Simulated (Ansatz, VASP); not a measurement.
## Zr: VASP beside Ansatz

File INCAR:

```
SYSTEM = Zr
ALGO = Normal
EDIFF = 1E-7
ENCUT = 520
GGA = PS
ISIF = 2
ISMEAR = -1
LASPH = .True.
LCHARG = .False.
LREAL = .False.
LWAVE = .False.
NBANDS = 12
NELM = 80
PREC = Accurate
SIGMA = 0.08
```

File KPOINTS:

```
k-points
0
Gamma
  14 14 14
  0 0 0
```

Contents of POSCAR:

```
Zr
1.0
   -1.8281000000      1.8281000000      1.8100000000
    1.8281000000     -1.8281000000      1.8100000000
    1.8281000000      1.8281000000     -1.8100000000
Zr
1
Direct
    0.0000000000      0.0000000000      0.0000000000
```

Input for Ansatz:

```yaml
crystal:
  lattice:
    - [-1.8281, 1.8281, 1.81]
    - [1.8281, -1.8281, 1.81]
    - [1.8281, 1.8281, -1.81]
  atoms:
    - { symbol: Zr, position: [0.0, 0.0, 0.0] }
kpoints:
  mp_grid: { grid: [14, 14, 14] }
  band_path:
    path:
      - [0.0, 0.0, 0.0]
      - [0.0, 0.0, 0.5]
      - [-0.5, 0.5, 0.5]
      - [0.0, 0.0, 0.0]
      - [0.4950740124, 0.4950740124, -0.4950740124]
      - [-0.4950740124, 0.5049259876, 0.4950740124]
      - [-0.5, 0.5, 0.5]
      - [0.0, 0.0, 0.5]
      - [0.25, 0.25, 0.25]
    npoints: 5
scf:
  occupations: { method: fermi_dirac, width: 0.08 }
hamiltonian:
  xc: pbesol
  pseudopotentials: { kind: all_electron, lapw: { basis_error: 0.0005 } }
output:
  forces: true
  stress: true
  eigenvalues: true
```

Change from the starting cell: equal xx and yy strain of +1 %.

Alike in both runs: task single point; functional PBEsol; k mesh 14 × 14 × 14; occupations fermi-dirac, width 0.08 eV; no spin polarisation.

|  | VASP | Ansatz |
| --- | --- | --- |
| version | VASP 6.6.1 | Ansatz 0.2.0 |
| potentials or method | VASP PAW PBE potentials, release 64 (Zr_sv), cutoff 520 eV | all-electron LAPW, scalar-relativistic |

VASP gave:

```
pressure (GPa)                                                : -8.0
traceless stress, the component that is largest in VASP (GPa) : -0.08
```

Which values does Ansatz return?

Pressure (GPa): -8.0; traceless stress, the component that is largest in VASP (GPa): -0.07.

VASP's potentials were made for PBE, not for PBEsol. Ansatz ran all-electron here, and VASP with PAW potentials.
